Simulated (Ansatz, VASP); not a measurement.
MgF2: VASP beside Ansatz

File INCAR:

```
SYSTEM = MgF2
  PREC = Accurate
  ENCUT = 600
  EDIFF = 1E-6
  ISMEAR = 0
  SIGMA = 0.02
  LREAL = .False.
  LASPH = .True.
  NELM = 120
  ALGO = Normal
  ISIF = 2
  LWAVE = .False.
  LCHARG = .False.
  GGA = PE
  NBANDS = 25
  GGA_COMPAT = .False.
```

The input KPOINTS:

```
Automatic mesh
0
Gamma
  4 4 6
  0 0 0
```

POSCAR

```
MgF2
1.0
    4.6250000000      0.0000000000      0.0000000000
    0.0000000000      4.6250000000      0.0000000000
    0.0000000000      0.0000000000      3.0367400000
Mg F
2 4
Direct
    0.0000000000      0.0000000000      0.0000000000
    0.5000000000      0.5000000000      0.5000000000
    0.3030000000      0.3030000000      0.0000000000
    0.1970000000      0.8030000000      0.5000000000
    0.6970000000      0.6970000000      0.0000000000
    0.8030000000      0.1970000000      0.5000000000
```

Input for Ansatz:

```yaml
crystal:
  lattice:
    - [4.625, 0.0, 0.0]
    - [0.0, 4.625, 0.0]
    - [0.0, 0.0, 3.03674]
  atoms:
    - { symbol: Mg, position: [0.0, 0.0, 0.0] }
    - { symbol: Mg, position: [0.5, 0.5, 0.5] }
    - { symbol: F, position: [0.303, 0.303, 0.0] }
    - { symbol: F, position: [0.197, 0.803, 0.5] }
    - { symbol: F, position: [0.697, 0.697, 0.0] }
    - { symbol: F, position: [0.803, 0.197, 0.5] }
basis:
  ecutwfc: 520.0
kpoints:
  mp_grid:
    grid: [4, 4, 6]
hamiltonian:
  xc: pbe
scf:
  occupations:
    method: gaussian
    width: 0.02
output:
  stress: true
```

Alike in both runs: task single point; functional PBE; k mesh 4 × 4 × 6; occupations gaussian, width 0.02 eV; no spin polarisation.

```csv
,VASP,Ansatz
version,VASP 6.6.1,Ansatz 0.2.0
potentials or method,"VASP PAW PBE potentials, release 64 (Mg, F), cutoff 600 eV","plane waves, PAW"
valence electrons in the cell,32,48
```

```csv
,VASP,Ansatz,Ansatz less VASP
pressure (GPa),4.1,5.2,+1.09
"traceless stress, the component that is largest in VASP (GPa)",0.65,0.70,+0.056
```

VASP's potentials hold 32 valence electrons a cell and Ansatz's 48, so a difference there can come from the potentials and not from the codes.
